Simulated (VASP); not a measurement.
Wanted: the native input for a VASP 6.6.1 run.

* Task: single point
* Functional: PBE
* Potentials or basis: VASP PAW PBE potentials, release 64 (Pd)
* Cutoff: 520 eV
* k mesh: 14 × 14 × 7
* Occupations: fermi-dirac, width 0.05 eV
* Spin: collinear spin
* Starting moments: [0.6, -0.6] μB
* Dipole correction: no
* Further INCAR settings: ALGO = Normal; EDIFF = 1e-07; NBANDS = 21

The structure of Pd lies in POSCAR:

```
Pd
1.0
    2.7836650458      0.0000000000      0.0000000000
   -1.3918325229      2.4107246453      0.0000000000
    0.0000000000      0.0000000000      4.6288930000
Pd
2
Direct
    0.6666666667      0.3333333333      0.7500000000
    0.3333333333      0.6666666667      0.2500000000
```

This isn't the form of Pd at room conditions, which is fcc.

These files were run (other wordings do the same):

INCAR

```
SYSTEM = Pd
ALGO = Normal
EDIFF = 1E-7
ENCUT = 520
GGA = PE
ISIF = 2
ISMEAR = -1
ISPIN = 2
LASPH = .TRUE.
LCHARG = .FALSE.
LMAXMIX = 4
LORBIT = 11
LREAL = .FALSE.
LWAVE = .FALSE.
MAGMOM = 0.6 -0.6
NBANDS = 21
NELM = 150
PREC = Accurate
SIGMA = 0.05
```

KPOINTS

```
k-points
0
G
  14 14 7
  0 0 0
```

Potentials or basis: VASP PAW PBE potentials, release 64 (Pd).

The run is started by

```bash
$ cat potpaw_PBE.64/Pd/POTCAR > POTCAR
$ mpirun -np 1 vasp_std > vasp.out
```

It gave:

```
Pressure                                              : -1.7 GPa
Band gap on the k mesh                                : zero (filled and empty bands overlap)
Net moment                                            : 0.00 μB per cell
Valence electrons inside the program's atomic spheres : Pd 9.34
```

It took 79 s on 1 thread of Intel(R) Xeon(R) Platinum 8259CL CPU @ 2.50GHz (Skylake/Cascade Lake) (shared host), peak memory 0.23 GiB.
